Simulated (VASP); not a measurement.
# TaSi (zincblende type) (F-43m) in VASP: further runs, part 2 of 2

VASP 6.6.1. The steps go on from the part before.

**4. Relaxation of cell and atoms, PBE, target pressure -0.95 GPa, at which the enthalpy is minimised**

This run uses another cell than the first one, of 20.65 Å³/atom, 0.851 times its volume.

Contents of INCAR:

```
  PREC = Accurate
  ENCUT = 600
  EDIFF = 1E-6
  ISMEAR = -1
  SIGMA = 0.05
  LREAL = F
  LASPH = T
  NELM = 60
  ALGO = Normal
  ISIF = 3
  LWAVE = F
  LCHARG = F
  GGA = PE
  IBRION = 2
  NSW = 60
  EDIFFG = -0.005
  PSTRESS = -9.5
```

Contents of KPOINTS:

```
regular mesh
0
Gamma
  11 11 11
```

Contents of POSCAR:

```
TaSi
1.0
    0.0000000000      2.7436619193      2.7436619193
    2.7436619193      0.0000000000      2.7436619193
    2.7436619193      2.7436619193      0.0000000000
Ta Si
1 1
Direct
    0.0000000000      0.0000000000      0.0000000000
    0.2500000000      0.2500000000      0.2500000000
```

Potentials or basis: VASP PAW PBE potentials, release 64 (Ta_pv, Si).

Run with:

```console
> cat potpaw_PBE.64/Ta_pv/POTCAR potpaw_PBE.64/Si/POTCAR > POTCAR
> mpirun -np 1 vasp_std > vasp.out
```

OUTCAR:

```text
PREC = Accurate
   ENCUT = 600
   EDIFF = 1E-6
   ISMEAR = -1
   LREAL = F
   LASPH = T
   NELM = 60
   ISIF = 3
   GGA = PE
   IBRION = 2
   NSW = 60
   EDIFFG = -0.005
   PSTRESS = -9.5

 ion  position               nearest neighbor table
   1  0.000  0.000  0.000-   2 2.38   2 2.38   2 2.38   2 2.38
   2  0.250  0.250  0.250-   1 2.38   1 2.38   1 2.38   1 2.38

  LATTYP: Found a face centered cubic cell.
 ALAT       =     5.4873238386

  Lattice vectors:

 A1 = (   0.0000000000,   2.7436619193,   2.7436619193)
 A2 = (   2.7436619193,   0.0000000000,   2.7436619193)
 A3 = (   2.7436619193,   2.7436619193,   0.0000000000)

Analysis of symmetry for initial positions (statically):
=====================================================================
 Subroutine PRICEL returns:
 Original cell was already a primitive cell.

 Routine SETGRP: Setting up the symmetry group for a
 face centered cubic supercell.

 Subroutine GETGRP returns: Found 24 space group operations
 (whereof 24 operations were pure point group operations)
 out of a pool of 48 trial point group operations.

The static configuration has the point symmetry T_d .

Analysis of symmetry for dynamics (positions and initial velocities):
=====================================================================
 Subroutine PRICEL returns:
 Original cell was already a primitive cell.

 Routine SETGRP: Setting up the symmetry group for a
 face centered cubic supercell.

 Subroutine GETGRP returns: Found 24 space group operations
 (whereof 24 operations were pure point group operations)
 out of a pool of 48 trial point group operations.

The dynamic configuration has the point symmetry T_d .

 Subroutine INISYM returns: Found 24 space group operations
 (whereof 24 operations are pure point group operations),
 and found     1 'primitive' translations

----------------------------------------------------------------------------------------

                                     Primitive cell

  volume of cell :      41.3068
[... 105 lines left out ...]
   EFERMI_NEDOS =   21; number of points for ismear=-14 and -15
   IALGO  =     38    algorithm
   IMIX   =      4    mixing-type and parameters
     AMIX     =   0.40;   BMIX     =  1.00
     AMIX_MAG =   1.60;   BMIX_MAG =  1.00
  volume/ion in A,a.u.               =      20.65       139.38
  Fermi-wavevector in a.u.,A,eV,Ry     =   1.167969  2.207141 18.560410  1.364152
  Thomas-Fermi vector in A             =   2.304462
   LORBIT       =      0    0 simple, 1 ext, 2 COOP (PROOUT), +10 PAW based schemes
   GGA     = PE    functional components
   LHFCALC =     F    Hartree Fock is set to
   AEXX    =    0.0000 exact exchange contribution
   IVDW    =     0    specifies the selected vdW correction
   LEPSILON=     F    determine dielectric tensor
   LRPA    =     F    only Hartree local field effects (RPA)
 conjugate gradient relaxation of ions
 non-spin polarized calculation
  energy-cutoff  :      600.00
  volume of cell :       41.31
 maximum number of plane-waves:      1411
   NGX = 15   NGY = 15   NGZ = 15

--------------------------------------- Ionic step        1  -------------------------------------------

 number of electron      14.9999999 magnetization

 Free energy of the ion-electron system (eV)
  ---------------------------------------------------
  ext. energy  EPLUGINS =         0.00000000
  ---------------------------------------------------
  free energy    TOTEN  =       -14.84007059 eV

  energy without entropy =      -14.82557068  energy(sigma->0) =      -14.83282063

 E-fermi :   4.6602     XC(G=0): -10.5218

 val. band max:        4.6501807469   @ k =  -0.3636   0.2727   0.0909
 cond. band min:       4.6728025315   @ k =   0.2727   0.1818   0.0909
 fundamental gap:      0.0226217846
 Fermi energy:         4.6602271793

 k-point     1 :       0.0000    0.0000    0.0000
  band No.  band energies     occupation
      1     -29.7412      2.00000
      2     -29.7412      2.00000
      3     -29.7412      2.00000
      4      -4.9537      2.00000
      5       2.2424      2.00000
      6       2.2424      2.00000
      7       2.2424      2.00000
      8       5.3311      0.00000
      9       5.3311      0.00000
     10      10.2454      0.00000
     11      12.1196      0.00000
[... 431 lines left out ...]
  energy  without entropy=      -15.1727321788  energy(sigma->0) =      -15.17979179

  enthalpy is  TOTEN    =       -15.4761514790 eV   P V=       -0.2893000767

[... ionic steps 4 to 15 ...]

--------------------------------------- Ionic step       16  -------------------------------------------

 number of electron      15.0000000 magnetization

------------------------ aborting loop because EDIFF is reached ----------------------------------------
[... 71 lines left out ...]
--------------------------------------- Ionic step       18  -------------------------------------------

 number of electron      15.0000000 magnetization

 Free energy of the ion-electron system (eV)
  ---------------------------------------------------
  ext. energy  EPLUGINS =         0.00000000
  ---------------------------------------------------
  free energy    TOTEN  =       -15.18862707 eV

  energy without entropy =      -15.17453218  energy(sigma->0) =      -15.18157963

 E-fermi :   3.5513     XC(G=0):  -9.8214

 val. band max:        3.5161421187   @ k =   0.1818   0.1818   0.0000
 cond. band min:       3.6027427533   @ k =  -0.4545   0.2727   0.0909
 fundamental gap:      0.0866006347
 Fermi energy:         3.5513033379

 k-point     1 :       0.0000    0.0000    0.0000
  band No.  band energies     occupation
      1     -31.2853      2.00000
      2     -31.2853      2.00000
      3     -31.2853      2.00000
      4      -5.4640      2.00000
      5       1.3702      2.00000
      6       1.3702      2.00000
      7       1.3702      2.00000
      8       4.1195      0.00002
      9       4.1196      0.00002
     10       8.1319      0.00000
     11      10.3620      0.00000
[... 355 lines left out ...]
  energy  without entropy=      -15.1745321792  energy(sigma->0) =      -15.18157963

  enthalpy is  TOTEN    =       -15.4765286536 eV   P V=       -0.2879015804

 reached required accuracy - stopping structural energy minimisation
```

CONTCAR:

```text
TaSi
   1.00000000000000
    -0.0000000000000000    2.8955673888350617    2.8955673888350622
     2.8955673888350617   -0.0000000000000000    2.8955673888350622
     2.8955673888350617    2.8955673888350617    0.0000000000000000
  Ta              Si
     1     1
Direct
     0.0000000000000000    1.0000000000000000    0.0000000000000000
     0.2500000000000000    0.2500000000000000    0.2500000000000000

  0.00000000E+00  0.00000000E+00  0.00000000E+00
  0.00000000E+00  0.00000000E+00  0.00000000E+00
```

Wall time 88 s (1 thread of Intel Xeon Platinum 8559C (Emerald Rapids), shared host); peak memory 0.2 GiB.

Results:

```
Free energy                                            : -15.1886 eV
Relaxed volume                                         : 24.28 Å³/atom
Relaxed cell                                           : a = 4.095 Å, b = 4.095 Å, c = 4.095 Å, α = 60.00°, β = 60.00°, γ = 60.00°
Space group after relaxing (to 0.05 Å)                 : F-43m (No. 216)
Energy change on relaxing (the enthalpy is what falls) : -174.3 meV/atom
Ionic steps                                            : 18
Pressure after relaxing                                : -1.0 GPa
```

Step by step:
```csv
step,energy change (eV),largest force (eV/Å),pressure (GPa),volume (Å³)
1,0.0000,0.0000,18.79,41.31
2,0.1274,0.0000,-12.42,58.47
3,-0.3468,0.0000,-1.41,48.79
4,-0.3484,0.0000,-1.03,48.58
5,-0.3493,0.0000,-0.75,48.42
6,-0.3493,0.0000,-0.74,48.43
7,-0.3492,0.0000,-0.75,48.43
8,-0.3492,0.0000,-0.76,48.43
9,-0.3492,0.0000,-0.76,48.43
10,-0.3492,0.0000,-0.76,48.43
11,-0.3492,0.0000,-0.76,48.43
12,-0.3492,0.0000,-0.76,48.43
13,-0.3492,0.0000,-0.76,48.44
14,-0.3492,0.0000,-0.76,48.44
15,-0.3491,0.0000,-0.78,48.45
16,-0.3491,0.0000,-0.80,48.46
17,-0.3489,0.0000,-0.87,48.49
18,-0.3486,0.0000,-0.98,48.55
```

Final structure:
```yaml
crystal:
  lattice:
    - [0.00000, 2.89557, 2.89557]
    - [2.89557, 0.00000, 2.89557]
    - [2.89557, 2.89557, 0.00000]
  atoms:
    - { symbol: Ta, position: [0.00000, 0.00000, 0.00000] }
    - { symbol: Si, position: [0.25000, 0.25000, 0.25000] }
```

Levels at points of the mesh, in eV from the Fermi level:
```tsv
k point	band 5	band 6	band 7	band 8	band 9	band 10
(0.00, 0.00, 0.00)	-2.18	-2.18	-2.18	0.57	0.57	4.58
```

Caveat: the cell is relaxed towards a set pressure, so the enthalpy falls and the energy may rise; the volume moved by over 15 % at a fixed basis, so the end points are rough; spin-orbit coupling is left out, which moves the levels of the heavy elements.

**5. Overview**

| task | cell | cutoff (eV) | gap on the mesh (eV) | pressure (GPa) |
| --- | --- | --- | --- | --- |
| single point | a = 4.094 Å, angles 60.0°, 2 atoms | 520 | none | -0.9 |
| single point | a = 4.093 Å, angles 60.0°, 2 atoms | 520 | none | -0.9 |
| relaxation of cell and atoms | relaxed to -0.95 GPa from a = 3.880 Å, angles 60.0°, 2 atoms | 600 | none | -1.0 |

Alike in all rows: level PBE; potentials or basis VASP PAW PBE potentials, release 64 (Ta_pv, Si); no spin polarisation; k mesh 11 × 11 × 11; smearing fermi-dirac 0.05 eV.

Caveats: spin-orbit coupling is left out, which moves the levels of the heavy elements; the cell is relaxed towards a set pressure, so the enthalpy falls and the energy may rise (some runs); the volume moved by over 15 % at a fixed basis, so the end points are rough (some runs).

Total energies depend on the potentials used, so only differences within one code and one set of settings carry meaning.
